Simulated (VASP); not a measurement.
# Ga3BAs4 in VASP: single point with PBEsol

Aim: the single point of Ga3BAs4 with PBEsol.

Program: VASP 6.6.1. These are calculated values, not measurements. Logs are shortened: lines on timing, memory, paths and dates and some standing lists are left out, and cuts for length are marked.

## (1) The cell of the first run

The typed cell holds 64 atoms: a = 10.857 Å, b = 10.857 Å, c = 10.857 Å, α = 90.00°, β = 90.00°, γ = 90.00°.

## (2) Single point, PBEsol

File INCAR:

```
ALGO = Normal
EDIFF = 1E-6
ENCUT = 560
GGA = PS
GGA_COMPAT = False
ISIF = 2
ISMEAR = -1
ISYM = -1
LASPH = True
LCHARG = False
LREAL = Auto
LWAVE = False
NBANDS = 286
NELM = 120
PREC = Accurate
SIGMA = 0.05
```

File KPOINTS:

```
explicit points
1
Reciprocal
  0.25000000   0.25000000   0.25000000 1
```

File POSCAR:

```
Ga3BAs4
1.0
   10.8574217271      0.0000000000      0.0000000000
    0.0000000000     10.8574217271      0.0000000000
    0.0000000000      0.0000000000     10.8574217271
Ga B As
24 8 32
Direct
    0.9999390000      0.9994950000      0.9904470000
    0.0001530000      0.5005860000      0.9973430000
    0.0006790000      0.4999690000      0.4993530000
    0.4997680000      0.5089190000      0.0042300000
    0.5000180000      0.5085070000      0.4952630000
    0.2494870000      0.2510370000      0.0002530000
    0.2476550000      0.2463520000      0.5005570000
    0.2532700000      0.7497780000      0.9959010000
    0.2500700000      0.7546710000      0.5047410000
    0.7495140000      0.2504710000      0.0008380000
    0.7532300000      0.2461300000      0.4995690000
    0.7476200000      0.7507700000      0.9961090000
    0.7500810000      0.7549550000      0.5044550000
    0.2549020000      0.0023760000      0.2548170000
    0.2490630000      0.9972420000      0.7469380000
    0.2448440000      0.5040180000      0.7519020000
    0.7448510000      0.0021300000      0.2537550000
    0.7490370000      0.9972130000      0.7470040000
    0.7549170000      0.5050610000      0.7521050000
    0.9997400000      0.2545330000      0.2586880000
    0.0000040000      0.7455530000      0.2582190000
    0.5001420000      0.2476360000      0.2503140000
    0.4999080000      0.2407760000      0.7492480000
    0.5006540000      0.7496580000      0.2497160000
    0.0007780000      0.9984580000      0.5102090000
    0.4961570000      0.9925940000      0.9934090000
    0.5004450000      0.9925460000      0.5053990000
    0.2491470000      0.4995950000      0.2476850000
    0.7491300000      0.4979610000      0.2493510000
    0.9961630000      0.2437100000      0.7423250000
    0.0004270000      0.7556870000      0.7423030000
    0.5007770000      0.7604670000      0.7481920000
    0.1226580000      0.1251210000      0.1262940000
    0.1025390000      0.1246780000      0.6239660000
    0.1408850000      0.6138610000      0.1364210000
    0.1113640000      0.6405150000      0.6360650000
    0.6103540000      0.1083900000      0.1054720000
    0.6126570000      0.1096930000      0.6083590000
    0.6424210000      0.6146270000      0.1392750000
    0.6143100000      0.6433730000      0.6403320000
    0.3612360000      0.3892740000      0.1365320000
    0.3744040000      0.3756400000      0.6250540000
    0.3865160000      0.8857920000      0.1115060000
    0.3979190000      0.8759880000      0.6252120000
    0.8612360000      0.3868380000      0.1390140000
    0.8865310000      0.3617770000      0.6355060000
    0.8743930000      0.8753240000      0.1253230000
    0.8978930000      0.8754950000      0.6257530000
    0.3903950000      0.1102640000      0.3952640000
    0.3841010000      0.1110010000      0.8891720000
    0.3553840000      0.6164540000      0.3593100000
    0.3897520000      0.6419000000      0.8595830000
    0.8897280000      0.1098600000      0.3916560000
    0.8841100000      0.1394520000      0.8607320000
    0.8553950000      0.6095770000      0.3661920000
    0.8903780000      0.6455350000      0.8599990000
    0.1424750000      0.3895150000      0.3643680000
    0.1103620000      0.3557180000      0.8581510000
    0.1143270000      0.8905620000      0.3931290000
    0.1127060000      0.8585770000      0.8594310000
    0.6408980000      0.3866740000      0.3636100000
    0.6227190000      0.3765240000      0.8748810000
    0.6113900000      0.8862920000      0.3902770000
    0.6025280000      0.8742150000      0.8744180000
```

Potentials or basis: VASP PAW PBE potentials, release 64 (Ga_d, B, As).

On the command line:

```bash
$ cat potpaw_PBE.64/Ga_d/POTCAR potpaw_PBE.64/B/POTCAR potpaw_PBE.64/As/POTCAR > POTCAR
$ mpirun -np 1 vasp_std > vasp.out
```

OUTCAR:

```text
EDIFF = 1E-6
   ENCUT = 560
   GGA = PS
   ISIF = 2
   ISMEAR = -1
   ISYM = -1
   LASPH = True
   LREAL = Auto
   NELM = 120
   PREC = Accurate

 ion  position               nearest neighbor table
   1  1.000  0.999  0.990-  33 2.41  47 2.41  60 2.42  54 2.42
   2  0.000  0.501  0.997-  56 2.47  35 2.48  45 2.48  58 2.49
   3  0.001  0.500  0.499-  57 2.44  46 2.44  36 2.44  55 2.45
   4  0.500  0.509  0.004-  62 2.41  39 2.42  52 2.44  41 2.45
   5  0.500  0.509  0.495-  42 2.43  51 2.45  61 2.48  40 2.48
   6  0.249  0.251  0.000-  33 2.37  50 2.43  41 2.43  58 2.44
[... 56 lines left out ...]
  63  0.611  0.886  0.390-  27 2.08  13 2.42  17 2.42  24 2.44
  64  0.603  0.874  0.874-  32 2.15  26 2.16  12 2.45  18 2.50

IMPORTANT INFORMATION: All symmetrisations will be switched off!
NOSYMM: (Re-)initialisation of all symmetry stuff for point group C_1.

----------------------------------------------------------------------------------------

                                     Primitive cell

  volume of cell :    1279.9120

  direct lattice vectors                    reciprocal lattice vectors
    10.857421727  0.000000000  0.000000000     0.092102897  0.000000000  0.000000000
     0.000000000 10.857421727  0.000000000     0.000000000  0.092102897  0.000000000
     0.000000000  0.000000000 10.857421727     0.000000000  0.000000000  0.092102897

  length of vectors
    10.857421727 10.857421727 10.857421727     0.092102897  0.092102897  0.092102897

  position of ions in fractional coordinates (direct lattice)
     0.999939000  0.999495000  0.990447000
     0.000153000  0.500586000  0.997343000
     0.000679000  0.499969000  0.499353000
     0.499768000  0.508919000  0.004230000
     0.500018000  0.508507000  0.495263000
     0.249487000  0.251037000  0.000253000
[... 56 lines left out ...]
     0.611390000  0.886292000  0.390277000
     0.602528000  0.874215000  0.874418000

  ion indices of the primitive-cell ions
   primitive index   ion index
                 1           1
                 2           2
                 3           3
                 4           4
                 5           5
                 6           6
[... 56 lines left out ...]
                63          63
                64          64

----------------------------------------------------------------------------------------

 KPOINTS: explicit points

Read explicit list of k-points.

 Found      1 k-points:

 Following reciprocal coordinates:
            Coordinates               Weight
  0.250000  0.250000  0.250000      1.000000
   k-points           NKPTS =      1   k-points in BZ     NKDIM =      1   number of bands    NBANDS=    286
   number of dos      NEDOS =    301   number of ions     NIONS =     64
   total plane-waves  NPLWV = 592704
   dimension x,y,z NGX =    84 NGY =   84 NGZ =   84
   dimension x,y,z NGXF=   168 NGYF=  168 NGZF=  168
   ions per type =              24   8  32
   NGX,Y,Z   is equivalent  to a cutoff of  12.86, 12.86, 12.86 a.u.
   NGXF,Y,Z  is equivalent  to a cutoff of  25.72, 25.72, 25.72 a.u.
 SYSTEM =  unknown system
   PREC   = accura    normal or accurate (medium, high low for compatibility)
   ISTART =      0    job   : 0-new  1-cont  2-samecut
   ICHARG =      2    charge: 1-file 2-atom 10-const
   ISPIN  =      1    spin polarized calculation?
   LNONCOLLINEAR =      F non collinear calculations
   LSORBIT =      F    spin-orbit coupling
   LASPH  =      T    aspherical Exc in radial PAW
   ENCUT  =  560.0 eV  41.16 Ry    6.42 a.u.  20.95 20.95 20.95*2*pi/ulx,y,z
   NELM   =    120;   NELMIN=  2; NELMDL= -5     # of ELM steps
   EDIFF  = 0.1E-05   stopping-criterion for ELM
   LREAL  =      T    real-space projection
   EDIFFG = 0.1E-04   stopping-criterion for IOM
   NSW    =      0    number of steps for IOM
   IBRION =     -1    ionic relax: 0-MD 1-quasi-New 2-CG
   NFREE  =      0    steps in history (QN), initial steepest desc. (CG)
   ISIF   =      2    stress and relaxation
   ISYM   =     -1    0-nonsym 1-usesym 2-fastsym
   POTIM  = 0.5000    time-step for ionic-motion
   TEBEG  =    0.0;   TEEND  =   0.0 temperature during run
   PSTRESS=    0.0 pullay stress
   NELECT =     496.0000    total number of electrons
   NUPDOWN=      -1.0000    fix difference up-down
   EMIN   =  10.00;   EMAX   =-10.00  energy-range for DOS
   EFERMI =   0.00;   METHOD = LEGACY
   ISMEAR =    -1;   SIGMA  =   0.05  broadening in eV -4-tet -1-fermi 0-gaus
   EFERMI_NEDOS =   21; number of points for ismear=-14 and -15
   IALGO  =     38    algorithm
   IMIX   =      4    mixing-type and parameters
     AMIX     =   0.40;   BMIX     =  1.00
     AMIX_MAG =   1.60;   BMIX_MAG =  1.00
  volume/ion in A,a.u.               =      20.00       134.96
  Fermi-wavevector in a.u.,A,eV,Ry     =   1.193554  2.255490 19.382462  1.424571
  Thomas-Fermi vector in A             =   2.329565
   LORBIT       =      0    0 simple, 1 ext, 2 COOP (PROOUT), +10 PAW based schemes
   GGA     = PS    functional components
   LHFCALC =     F    Hartree Fock is set to
   AEXX    =    0.0000 exact exchange contribution
   IVDW    =     0    specifies the selected vdW correction
   LEPSILON=     F    determine dielectric tensor
   LRPA    =     F    only Hartree local field effects (RPA)
 non-spin polarized calculation
  energy-cutoff  :      560.00
  volume of cell :     1279.91
 maximum number of plane-waves:     38583
 NGX is ok and might be reduce to    84
   NGX = 41   NGY = 41   NGZ = 41

 number of electron     495.9999986 magnetization

 Free energy of the ion-electron system (eV)
  ---------------------------------------------------
  ext. energy  EPLUGINS =         0.00000000
  ---------------------------------------------------
  free energy    TOTEN  =      -311.16445384 eV

  energy without entropy =     -311.16444791  energy(sigma->0) =     -311.16445088

 E-fermi :   4.8600     XC(G=0): -10.0560

 val. band max:        4.1855900864   @ k =   0.2500   0.2500   0.2500
 cond. band min:       5.5161404456   @ k =   0.2500   0.2500   0.2500
 fundamental gap:      1.3305503592
 Fermi energy:         4.8600160189

 k-point     1 :       0.2500    0.2500    0.2500
  band No.  band energies     occupation
      1     -10.5874      2.00000
      2     -10.5805      2.00000
      3     -10.5787      2.00000
      4     -10.5766      2.00000
      5     -10.5672      2.00000
      6     -10.5662      2.00000
[... 252 lines left out ...]
    259       6.5761      0.00000
    260       6.6140      0.00000
 [bands above 260 left out]

------------------------ aborting loop because EDIFF is reached ----------------------------------------

  FORCE on cell =-STRESS in cart. coord.  units (eV):
  Direction    XX          YY          ZZ          XY          YZ          ZX
  --------------------------------------------------------------------------------------
  -------------------------------------------------------------------------------------
  Total        4.8991479      0.5256799      0.5116871     -6.7221821     -7.0573961     -6.7563234
  in kB        6.1326900      0.6580393      0.6405233     -8.4147406     -8.8343571     -8.4574782
  external PRESSURE =       2.4770842 kB  Pullay stress =       0.0000000 kB

 VOLUME and BASIS-vectors are now :
 -----------------------------------------------------------------------------
  energy-cutoff  :      560.00
  volume of cell :     1279.91
      direct lattice vectors                 reciprocal lattice vectors
    10.857421727  0.000000000  0.000000000     0.092102897  0.000000000  0.000000000
     0.000000000 10.857421727  0.000000000     0.000000000  0.092102897  0.000000000
     0.000000000  0.000000000 10.857421727     0.000000000  0.000000000  0.092102897

 POSITION                                       TOTAL-FORCE (eV/Angst)
 -----------------------------------------------------------------------------------
     10.85676     10.85194     10.75370         0.001473     -0.004009      0.000924
      0.00166      5.43507     10.82857         0.003284     -0.000554     -0.000303
      0.00737      5.42837      5.42169         0.002667      0.000262      0.002410
      5.42619      5.52555      0.04593        -0.001667      0.003145      0.000441
      5.42891      5.52107      5.37728         0.004682     -0.002570      0.000121
      2.70879      2.72561      0.00275         0.002169      0.001955     -0.004880
[... 56 lines left out ...]
      6.63812      9.62285      4.23740         0.016195     -0.015734     -0.016846
      6.54190      9.49172      9.49392         0.003268      0.000633     -0.002015
 -----------------------------------------------------------------------------------
    total drift:                               -0.062722     -0.015897      0.006034

  FREE ENERGIE OF THE ION-ELECTRON SYSTEM (eV)
  ---------------------------------------------------
  free  energy   TOTEN  =      -311.1644538394 eV

  energy  without entropy=     -311.1644479143  energy(sigma->0) =     -311.16445088
```

It took 9.2 min on 1 thread of Intel Xeon 6975P-C (Granite Rapids), shared host; peak memory 1.2 GiB.

Results:

| Quantity | Value |
| --- | --- |
| Free energy | -311.1645 eV |
| Pressure | 0.2 GPa |
| Largest force | 0.037 eV/Å |
| Band gap on the k mesh | 1.33 eV |

Forces on the atoms (eV/Å):
```
Ga   0.001 -0.004  0.001
Ga   0.003 -0.001  0.000
Ga   0.003  0.000  0.002
Ga  -0.002  0.003  0.000
Ga   0.005 -0.003  0.000
Ga   0.002  0.002 -0.005
Ga   0.004 -0.003 -0.001
Ga   0.001 -0.001  0.001
Ga   0.007  0.001 -0.004
Ga   0.002 -0.003  0.001
Ga   0.002  0.002 -0.002
Ga   0.004  0.001 -0.004
Ga   0.007 -0.002 -0.001
Ga  -0.001 -0.002  0.006
Ga   0.002  0.006 -0.001
Ga  -0.004  0.004  0.008
Ga  -0.004  0.008  0.006
Ga   0.003 -0.001  0.006
Ga   0.000  0.007 -0.002
Ga  -0.001  0.000  0.002
Ga   0.005  0.000 -0.001
Ga   0.005 -0.001 -0.002
Ga   0.003 -0.001 -0.004
Ga   0.002  0.001  0.000
B    0.001  0.001  0.007
B    0.016 -0.002 -0.001
B   -0.010 -0.001  0.010
B   -0.002  0.010  0.007
B   -0.002  0.007  0.008
B    0.017 -0.004 -0.003
B   -0.009  0.008 -0.002
B    0.001  0.008  0.001
As  -0.009  0.001  0.000
As   0.006 -0.006  0.005
As  -0.020  0.023 -0.022
As   0.019 -0.020 -0.021
As   0.021  0.021  0.011
As   0.006  0.018  0.013
As  -0.021  0.008 -0.023
As   0.022 -0.018 -0.009
As   0.018 -0.006 -0.016
As   0.003 -0.002 -0.001
As  -0.016 -0.017  0.015
As  -0.010 -0.007  0.002
As   0.020 -0.023 -0.016
As  -0.016  0.017 -0.015
As  -0.019  0.007  0.008
As  -0.007  0.002 -0.003
As  -0.012  0.008 -0.013
As  -0.016  0.021 -0.024
As   0.001  0.010  0.024
As  -0.020 -0.027  0.013
As  -0.013  0.009 -0.024
As  -0.017 -0.018  0.014
As   0.001  0.021  0.011
As  -0.015 -0.011  0.011
As  -0.020 -0.025  0.009
As   0.027  0.006  0.023
As   0.020 -0.008 -0.016
As   0.008  0.009  0.021
As  -0.010 -0.020  0.016
As  -0.010 -0.001 -0.003
As   0.016 -0.016 -0.017
As   0.003  0.001 -0.002
```

Caveat: the PAW data sets were made with another functional, which shifts forces and pressure a little; a shifted mesh leaves out Γ, where band edges can lie. A k mesh can miss the band edges.
